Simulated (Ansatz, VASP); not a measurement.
This is a calculation of Sn3Te for Ansatz 0.2.0.

input.yaml

```yaml
crystal:
  lattice:
    - [-2.3161422189, 2.3161422189, 5.5530281376]
    - [2.3161422189, -2.3161422189, 5.5530281376]
    - [2.3161422189, 2.3161422189, -5.5530281376]
  atoms:
    - { symbol: Te, position: [0.0, 0.0, 0.0] }
    - { symbol: Sn, position: [0.5, 0.5, 0.0] }
    - { symbol: Sn, position: [0.25, 0.75, 0.5] }
    - { symbol: Sn, position: [0.75, 0.25, 0.5] }
hamiltonian:
  xc: lda
  pseudopotentials: { kind: paw }
kpoints:
  mp_grid: { grid: [8, 8, 8] }
scf:
  occupations: { method: fermi_dirac, width: 0.05 }
output:
  forces: true
  stress: true
  eigenvalues: true
```

Potentials or basis: Ansatz PAW.

The run is started by

```sh
$ ansatz run input.yaml --threads 2 --pin off --max-ram 5632MiB --backend cpu --events-out ev --progress --plain --runs-dir out
```

Q: Translate it to VASP 6.6.1. Potentials there: VASP PAW LDA potentials, release 64 (Te, Sn_d).

A: As run (the cutoff follows the program's own potentials):

Contents of INCAR:

```
SYSTEM = Sn3Te
PREC = Accurate
ENCUT = 520
EDIFF = 1E-7
ISMEAR = -1
SIGMA = 0.05
LREAL = .False.
LASPH = .True.
NELM = 100
ALGO = Fast
ISIF = 2
LWAVE = .False.
LCHARG = .True.
GGA = CA
LELF = .True.
LVHAR = .True.
NBANDS = 32
```

Contents of KPOINTS:

```
regular mesh
0
Gamma
  8 8 8
  0 0 0
```

The input POSCAR:

```
Sn3Te
1.0
   -2.3161422189      2.3161422189      5.5530281376
    2.3161422189     -2.3161422189      5.5530281376
    2.3161422189      2.3161422189     -5.5530281376
Te Sn
1 3
Direct
    0.0000000000      0.0000000000      0.0000000000
    0.5000000000      0.5000000000      0.0000000000
    0.2500000000      0.7500000000      0.5000000000
    0.7500000000      0.2500000000      0.5000000000
```

Potentials or basis: VASP PAW LDA potentials, release 64 (Te, Sn_d).

The run is started by

```bash
$ cat potpaw_LDA.64/Te/POTCAR potpaw_LDA.64/Sn_d/POTCAR > POTCAR
$ mpirun -np 1 vasp_std > vasp.out
```

Both were run:

|  | VASP | Ansatz | Ansatz less VASP |
| --- | --- | --- | --- |
| gap on the k mesh at the Fermi level (eV) | none | none | - |
| pressure (GPa) | -4.8 | -4.8 | +0.01 |
| traceless stress, the component that is largest in VASP (GPa) | 0.29 | 0.30 | +0.011 |

LDA's correlation is that of Perdew and Zunger in VASP and of Perdew and Wang (1992) in Ansatz. A gap of «none» marks a metal or a gap that the smearing closes. VASP's potentials hold 48 valence electrons a cell and Ansatz's 58, so a difference there can come from the potentials and not from the codes.

Neither program's run includes spin-orbit coupling.
